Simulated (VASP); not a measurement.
# As (P6/mmm) in VASP: a series of runs

As is run at these levels: PBE, PBE-based screened hybrid; tasks: single point.

Everything below comes from runs of VASP 6.6.1. Logs are shortened: lines on timing, memory, paths and dates and some standing lists are left out, and cuts for length are marked.

## (1) The cell of the first run

Symmetry: P6/mmm, No. 191, hexagonal system. The conventional cell has a = 4.566 Å, b = 4.566 Å, c = 2.862 Å, α = 90.00°, β = 90.00°, γ = 120.00°. As (site symmetry -6m2) has 5 As at 2.64 to 2.86 Å within 3.5 Å.

## (2) Single point, PBE

INCAR reads:

```
SYSTEM = As
ALGO = Normal
EDIFF = 1E-6
ENCUT = 520
GGA = PE
ISIF = 2
ISMEAR = -1
LASPH = .True.
LCHARG = .False.
LREAL = .False.
LWAVE = .False.
NBANDS = 12
NELM = 100
PREC = Accurate
SIGMA = 0.05
```

KPOINTS reads:

```
k-points
0
Gamma
  6 6 8
  0 0 0
```

POSCAR reads:

```
As
1.0
    4.5664000000      0.0000000000      0.0000000000
   -2.2832000000      3.9546200000      0.0000000000
    0.0000000000      0.0000000000      2.8620774000
As
2
Direct
    0.3333300000      0.6666700000      0.0000000000
    0.6666700000      0.3333300000      0.0000000000
```

Potentials or basis: VASP PAW PBE potentials, release 64 (As).

On the command line:

```
cat potpaw_PBE.64/As/POTCAR > POTCAR
mpirun -np 1 vasp_std > vasp.out
```

OUTCAR:

```text
SYSTEM = As
   EDIFF = 1E-6
   ENCUT = 520
   GGA = PE
   ISIF = 2
   ISMEAR = -1
   LASPH = .True.
   LREAL = .False.
   NELM = 100
   PREC = Accurate

 ion  position               nearest neighbor table
   1  0.333  0.667  0.000-   2 2.64   2 2.64   2 2.64
   2  0.667  0.333  0.000-   1 2.64   1 2.64   1 2.64

  LATTYP: Found a hexagonal cell.
 ALAT       =     4.5664000000
 C/A-ratio  =     0.6267688770

  Lattice vectors:

 A1 = (   4.5664000000,   0.0000000000,   0.0000000000)
 A2 = (  -2.2832000000,   3.9546200000,   0.0000000000)
 A3 = (   0.0000000000,   0.0000000000,   2.8620774000)

Analysis of symmetry for initial positions (statically):
=====================================================================
 Subroutine PRICEL returns:
 Original cell was already a primitive cell.

 Routine SETGRP: Setting up the symmetry group for a
 hexagonal supercell.

 Subroutine GETGRP returns: Found  8 space group operations
 (whereof  8 operations were pure point group operations)
 out of a pool of 24 trial point group operations.

The static configuration has the point symmetry D_2h.

Analysis of symmetry for dynamics (positions and initial velocities):
=====================================================================
 Subroutine PRICEL returns:
 Original cell was already a primitive cell.

 Routine SETGRP: Setting up the symmetry group for a
 hexagonal supercell.

 Subroutine GETGRP returns: Found  8 space group operations
 (whereof  8 operations were pure point group operations)
 out of a pool of 24 trial point group operations.

The dynamic configuration has the point symmetry D_2h.

 Subroutine INISYM returns: Found  8 space group operations
 (whereof  8 operations are pure point group operations),
 and found     1 'primitive' translations

----------------------------------------------------------------------------------------

                                     Primitive cell

  volume of cell :      51.6845

  direct lattice vectors                    reciprocal lattice vectors
     4.566400000  0.000000000  0.000000000     0.218990890  0.126434398  0.000000000
    -2.283200000  3.954620000  0.000000000     0.000000000  0.252868796  0.000000000
     0.000000000  0.000000000  2.862077400     0.000000000  0.000000000  0.349396561

  length of vectors
     4.566400000  4.566401382  2.862077400     0.252868873  0.252868796  0.349396561

  position of ions in fractional coordinates (direct lattice)
     0.333330000  0.666670000  0.000000000
     0.666670000  0.333330000  0.000000000

  ion indices of the primitive-cell ions
   primitive index   ion index
                 1           1
                 2           2

----------------------------------------------------------------------------------------

 KPOINTS: k-points

Automatic generation of k-mesh.
 Grid dimensions read from file:
 generate k-points for:    6    6    8

 Generating k-lattice:

  Cartesian coordinates                     Fractional coordinates (reciprocal lattice)
     0.036498482  0.021072400  0.000000000     0.166666667  0.000000000  0.000000000
     0.000000000  0.042144799  0.000000000     0.000000000  0.166666667  0.000000000
     0.000000000  0.000000000  0.043674570     0.000000000  0.000000000  0.125000000

  Length of vectors
     0.042144812  0.042144799  0.043674570

  Shift w.r.t. Gamma in fractional coordinates (k-lattice)
     0.000000000  0.000000000  0.000000000

 Subroutine IBZKPT returns following result:
 ===========================================

 Found     65 irreducible k-points:

 Following reciprocal coordinates:
            Coordinates               Weight
  0.000000  0.000000  0.000000      1.000000
  0.166667  0.000000  0.000000      4.000000
 -0.166667  0.166667  0.000000      2.000000
  0.333333 -0.000000  0.000000      4.000000
 -0.333333  0.333333  0.000000      2.000000
  0.500000 -0.000000  0.000000      2.000000
[... 16 lines left out ...]
  0.333333  0.166667  0.125000      8.000000
 -0.166667  0.500000  0.125000      8.000000
 [... further k-points ...]
   k-points           NKPTS =     65   k-points in BZ     NKDIM =     65   number of bands    NBANDS=     12
   number of dos      NEDOS =    301   number of ions     NIONS =      2
   total plane-waves  NPLWV =  31104
   dimension x,y,z NGX =    36 NGY =   36 NGZ =   24
   dimension x,y,z NGXF=    72 NGYF=   72 NGZF=   48
   ions per type =               2
   NGX,Y,Z   is equivalent  to a cutoff of  13.11, 13.11, 13.94 a.u.
   NGXF,Y,Z  is equivalent  to a cutoff of  26.21, 26.21, 27.88 a.u.
 SYSTEM =  As
   PREC   = accura    normal or accurate (medium, high low for compatibility)
   ISTART =      0    job   : 0-new  1-cont  2-samecut
   ICHARG =      2    charge: 1-file 2-atom 10-const
   ISPIN  =      1    spin polarized calculation?
   LNONCOLLINEAR =      F non collinear calculations
   LSORBIT =      F    spin-orbit coupling
   LASPH  =      T    aspherical Exc in radial PAW
   ENCUT  =  520.0 eV  38.22 Ry    6.18 a.u.   8.49  8.49  5.32*2*pi/ulx,y,z
   NELM   =    100;   NELMIN=  2; NELMDL= -5     # of ELM steps
   EDIFF  = 0.1E-05   stopping-criterion for ELM
   LREAL  =      F    real-space projection
   EDIFFG = 0.1E-04   stopping-criterion for IOM
   NSW    =      0    number of steps for IOM
   IBRION =     -1    ionic relax: 0-MD 1-quasi-New 2-CG
   NFREE  =      0    steps in history (QN), initial steepest desc. (CG)
   ISIF   =      2    stress and relaxation
   ISYM   =      2    0-nonsym 1-usesym 2-fastsym
   POTIM  = 0.5000    time-step for ionic-motion
   TEBEG  =    0.0;   TEEND  =   0.0 temperature during run
   PSTRESS=    0.0 pullay stress
   NELECT =      10.0000    total number of electrons
   NUPDOWN=      -1.0000    fix difference up-down
   EMIN   =  10.00;   EMAX   =-10.00  energy-range for DOS
   EFERMI =   0.00;   METHOD = LEGACY
   ISMEAR =    -1;   SIGMA  =   0.05  broadening in eV -4-tet -1-fermi 0-gaus
   EFERMI_NEDOS =   21; number of points for ismear=-14 and -15
   IALGO  =     38    algorithm
   IMIX   =      4    mixing-type and parameters
     AMIX     =   0.40;   BMIX     =  1.00
     AMIX_MAG =   1.60;   BMIX_MAG =  1.00
  volume/ion in A,a.u.               =      25.84       174.39
  Fermi-wavevector in a.u.,A,eV,Ry     =   0.946865  1.789316 12.198353  0.896554
  Thomas-Fermi vector in A             =   2.074904
   LORBIT       =      0    0 simple, 1 ext, 2 COOP (PROOUT), +10 PAW based schemes
   GGA     = PE    functional components
   LHFCALC =     F    Hartree Fock is set to
   AEXX    =    0.0000 exact exchange contribution
   IVDW    =     0    specifies the selected vdW correction
   LEPSILON=     F    determine dielectric tensor
   LRPA    =     F    only Hartree local field effects (RPA)
 non-spin polarized calculation
  energy-cutoff  :      520.00
  volume of cell :       51.68
 maximum number of plane-waves:      1432
 NGX is ok and might be reduce to    36
   NGX = 17   NGY = 17   NGZ = 11

 number of electron      10.0000000 magnetization

 number of electron       9.9999999 magnetization

 Free energy of the ion-electron system (eV)
  ---------------------------------------------------
  ext. energy  EPLUGINS =         0.00000000
  ---------------------------------------------------
  free energy    TOTEN  =        -8.92895299 eV

  energy without entropy =       -8.91853599  energy(sigma->0) =       -8.92374449

 E-fermi :   3.8590     XC(G=0):  -8.9770

 val. band max:        3.8526332570   @ k =   0.5000   0.5000   0.2500
 cond. band min:       3.8771342147   @ k =  -0.1667   0.1667   0.0000
 fundamental gap:      0.0245009576
 Fermi energy:         3.8589854496

 k-point     1 :       0.0000    0.0000    0.0000
  band No.  band energies     occupation
      1     -10.3580      2.00000
      2      -4.7525      2.00000
      3      -0.4053      2.00000
      4      -0.4049      2.00000
      5       3.8975      0.63248
      6       3.8980      0.62867
      7       6.7607      0.00000
      8       8.4583      0.00000
      9      10.6521      0.00000
     10      11.9378      0.00000
     11      18.0164      0.00000
     12      18.0166      0.00000

 k-point     2 :       0.1667    0.0000    0.0000
  band No.  band energies     occupation
      1     -10.1599      2.00000
      2      -5.5005      2.00000
      3      -0.6792      2.00000
      4       0.1880      2.00000
      5       3.8774      0.81812
      6       4.6071      0.00000
      7       6.9292      0.00000
      8       9.5390      0.00000
      9      10.3027      0.00000
     10      12.0941      0.00000
     11      15.6725      0.00000
     12      16.3635      0.00000

 k-point     3 :      -0.1667    0.1667    0.0000
  band No.  band energies     occupation
      1     -10.1599      2.00000
      2      -5.5004      2.00000
      3      -0.6794      2.00000
      4       0.1881      2.00000
      5       3.8771      0.82048
      6       4.6074      0.00000
      7       6.9292      0.00000
      8       9.5390      0.00000
      9      10.3027      0.00000
     10      12.0941      0.00000
     11      15.6726      0.00000
     12      16.3636      0.00000
[... 286 lines left out ...]
 k-point    23 :       0.3333    0.1667    0.1250
  band No.  band energies     occupation
      1      -8.8895      2.00000
      2      -7.3450      2.00000
      3      -1.5066      2.00000
      4       1.9839      2.00000
      5       4.8550      0.00000
      6       5.6856      0.00000
      7       6.9611      0.00000
      8       8.2035      0.00000
      9       9.3186      0.00000
     10      13.7491      0.00000
     11      14.3124      0.00000
     12      15.3354      0.00000

 k-point    24 :      -0.1667    0.5000    0.1250
  band No.  band energies     occupation
      1      -8.8896      2.00000
      2      -7.3449      2.00000
      3      -1.5067      2.00000
      4       1.9839      2.00000
      5       4.8547      0.00000
      6       5.6856      0.00000
      7       6.9612      0.00000
      8       8.2036      0.00000
      9       9.3188      0.00000
     10      13.7490      0.00000
     11      14.3124      0.00000
     12      15.3354      0.00000

 [... further k-points ...]
[... 5 lines left out ...]
  --------------------------------------------------------------------------------------
  -------------------------------------------------------------------------------------
  Total        0.4134470      0.4134391     -1.2751959     -0.0000071      0.0000000      0.0000000
  in kB       12.8165271     12.8162825    -39.5300546     -0.0002207      0.0000000      0.0000000
  external PRESSURE =      -4.6324150 kB  Pullay stress =       0.0000000 kB

 VOLUME and BASIS-vectors are now :
 -----------------------------------------------------------------------------
  energy-cutoff  :      520.00
  volume of cell :       51.68
      direct lattice vectors                 reciprocal lattice vectors
     4.566400000  0.000000000  0.000000000     0.218990890  0.126434398  0.000000000
    -2.283200000  3.954620000  0.000000000     0.000000000  0.252868796  0.000000000
     0.000000000  0.000000000  2.862077400     0.000000000  0.000000000  0.349396561

 POSITION                                       TOTAL-FORCE (eV/Angst)
 -----------------------------------------------------------------------------------
     -0.00002      2.63643      0.00000         0.000003     -0.000002      0.000000
      2.28322      1.31819      0.00000        -0.000003      0.000002      0.000000
 -----------------------------------------------------------------------------------
    total drift:                                0.000000      0.000000      0.000000

  FREE ENERGIE OF THE ION-ELECTRON SYSTEM (eV)
  ---------------------------------------------------
  free  energy   TOTEN  =        -8.9289529885 eV

  energy  without entropy=       -8.9185359918  energy(sigma->0) =       -8.92374449
```

Wall time 77 s (1 thread of AMD EPYC 7R13, shared host); peak memory 0.16 GiB.

What came out:

| Item | Value |
| --- | --- |
| Free energy | -8.9290 eV |
| Pressure | -0.5 GPa |
| Band gap on the k mesh | zero (band 5 reaches 6.14 eV, above the bottom of band 6 at 2.23 eV) |

Levels at points of the mesh, in eV from the Fermi level:
| k point | band 2 | band 3 | band 4 | band 5 | band 6 | band 7 | band 8 | band 9 |
| --- | --- | --- | --- | --- | --- | --- | --- | --- |
| (0.00, 0.00, 0.00) | -8.61 | -4.26 | -4.26 | 0.04 | 0.04 | 2.90 | 4.60 | 6.79 |
| (0.50, 0.00, 0.00) | -11.49 | -5.14 | -3.17 | 2.28 | 3.51 | 3.93 | 5.11 | 5.56 |
| (0.50, 0.50, 0.00) | -11.49 | -5.14 | -3.17 | 2.28 | 3.51 | 3.93 | 5.11 | 5.56 |
| (0.00, 0.00, 0.50) | -6.16 | -5.95 | -2.39 | -2.39 | -1.60 | 2.25 | 2.25 | 5.68 |
| (0.50, 0.00, 0.50) | -9.07 | -4.99 | -3.68 | -3.18 | -0.75 | 4.32 | 4.50 | 4.67 |
| (0.50, 0.50, 0.50) | -9.07 | -4.99 | -3.68 | -3.18 | -0.75 | 4.32 | 4.50 | 4.67 |

## (3) Single point, PBE

This run uses another cell than the first one, of 25.59 Å³/atom, 0.990 times its volume.

INCAR reads:

```
PREC = Accurate ; ENCUT = 500
EDIFF = 1E-6 ; ISMEAR = -1
SIGMA = 0.03 ; LREAL = False
LASPH = True ; NELM = 120
ALGO = Normal ; ISIF = 2
LWAVE = False ; LCHARG = False
GGA = PE ; NBANDS = 12
GGA_COMPAT = False
```

KPOINTS reads:

```
Automatic mesh
0
Gamma
  4 4 5
```

Edit POSCAR of step 2 so:

```diff
@@ -4,3 +4,3 @@
    -2.2832000000      3.9546200000      0.0000000000
-    0.0000000000      0.0000000000      2.8620774000
+    0.0000000000      0.0000000000      2.8337400000
 As
```

Potentials or basis: VASP PAW PBE potentials, release 64 (As).

On the command line:

```
cat potpaw_PBE.64/As/POTCAR > POTCAR
mpirun -np 1 vasp_std > vasp.out
```

It took 22 s on 1 thread of Intel Xeon 8259CL, shared host; peak memory 0.17 GiB.

It converged, with:

```
Free energy            : -8.7616 eV
Pressure               : -0.5 GPa
Band gap on the k mesh : zero (band 5 reaches 6.17 eV, above the bottom of band 6 at 2.66 eV)
```

Stress tensor (GPa, compression positive):
```
-3.02  0.00  0.00
 0.00 -3.03  0.00
 0.00  0.00  4.52
```

Levels at points of the mesh, in eV from the Fermi level:
| k point | band 1 | band 2 | band 3 | band 4 | band 5 | band 6 | band 7 | band 8 | band 9 | band 10 |
| --- | --- | --- | --- | --- | --- | --- | --- | --- | --- | --- |
| (0.00, 0.00, 0.00) | -14.24 | -8.63 | -4.30 | -4.30 | 0.00 | 0.00 | 3.21 | 4.59 | 7.11 | 8.36 |
| (0.50, 0.00, 0.00) | -12.99 | -11.51 | -5.17 | -3.20 | 2.26 | 3.48 | 4.24 | 5.42 | 5.56 | 7.97 |
| (0.50, 0.50, 0.00) | -12.99 | -11.51 | -5.17 | -3.20 | 2.26 | 3.48 | 4.24 | 5.42 | 5.56 | 7.97 |

Caveat: the k points lie up to 0.44 Å⁻¹ apart.

(Continued in part 2 of 2.)
